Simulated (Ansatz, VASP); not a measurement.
One calculation of TiSi2, two programs

```
CELL_PARAMETERS angstrom
1.84424 -6.77350 0.00000
1.84424 6.77350 0.00000
0.00000 0.00000 3.72144
ATOMIC_POSITIONS crystal
Ti 0.89681 0.10319 0.75000
Ti 0.10319 0.89681 0.25000
Si 0.55914 0.44086 0.75000
Si 0.44086 0.55914 0.25000
Si 0.24983 0.75017 0.75000
Si 0.75017 0.24983 0.25000
```

Change from the starting cell: volume 15.496 Å^3 an atom, stretch along b over the lengths across it, relative to the relaxed cell 0.9607.

Alike in both runs: task single point; functional PBE; k mesh 12 × 12 × 12; occupations gaussian, width 0.15 eV; no spin polarisation.

```csv
,VASP,Ansatz
version,VASP 6.6.1,Ansatz 0.2.0
potentials or method,"VASP PAW PBE potentials, release 64 (Ti_sv, Si), cutoff 520 eV","scalar-relativistic, plane waves, PAW"
valence electrons in the cell,40,40
```

|  | VASP | Ansatz | Ansatz less VASP |
| --- | --- | --- | --- |
| gap on the k mesh at the Fermi level (eV) | none | none | - |
| pressure (GPa) | -9.4 | -9.4 | +0.07 |
| traceless stress, the component that is largest in VASP (GPa) | 5.67 | 5.67 | +0.002 |
| rms of the force components (eV/Å) | 0.026 | 0.025 | -0.0011 |

Atom by atom the forces differ by 0.002 eV/Å (rms over components). A gap of «none» marks a metal or a gap that the smearing closes.
